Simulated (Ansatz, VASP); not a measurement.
**Two plane-wave programs on HfTi3O8**

```xyz
12
Lattice="3.8583 0.0000 0.0000 0.0000 3.8583 0.0000 0.0000 0.0000 9.9375" Properties=species:S:1:pos:R:3 pbc="T T T"
Hf    1.9292    1.9292    4.9687
Ti    0.0000    0.0000    0.0000
Ti    0.0000    1.9292    2.3618
Ti    1.9292    0.0000    7.5757
O     0.0000    0.0000    1.9815
O     1.9292    1.9292    7.1551
O     0.0000    1.9292    4.3722
O     1.9292    0.0000    9.5487
O     0.0000    1.9292    0.3888
O     1.9292    0.0000    5.5653
O     0.0000    0.0000    7.9560
O     1.9292    1.9292    2.7824
```

Alike in both runs: task single point; functional PBE; k mesh 8 × 8 × 4; occupations gaussian, width 0.02 eV; no spin polarisation; Hubbard terms Ti d U = 4.0 eV.

|  | VASP | Ansatz |
| --- | --- | --- |
| version | VASP 6.6.1 | Ansatz 0.2.0 |
| potentials or method | VASP PAW PBE potentials, release 64 (Hf_pv, Ti_sv, O), cutoff 520 eV | scalar-relativistic, plane waves, PAW |
| valence electrons in the cell | 94 | 110 |

```csv
,VASP,Ansatz,Ansatz less VASP
gap on the k mesh at the Fermi level (eV),2.62,2.58,-0.041
least direct gap on the mesh (eV),2.77,2.74,-0.036
pressure (GPa),4.4,2.1,-2.30
"traceless stress, the component that is largest in VASP (GPa)",-0.38,-0.10,+0.274
rms of the force components (eV/Å),0.122,0.044,-0.0780
```

The programs project onto different local orbitals, so the same U acts differently, and such runs can settle in different states. Atom by atom the forces differ by 0.099 eV/Å (rms over components). VASP's potentials hold 94 valence electrons a cell and Ansatz's 110, so a difference there can come from the potentials and not from the codes.

Neither program's run includes spin-orbit coupling.
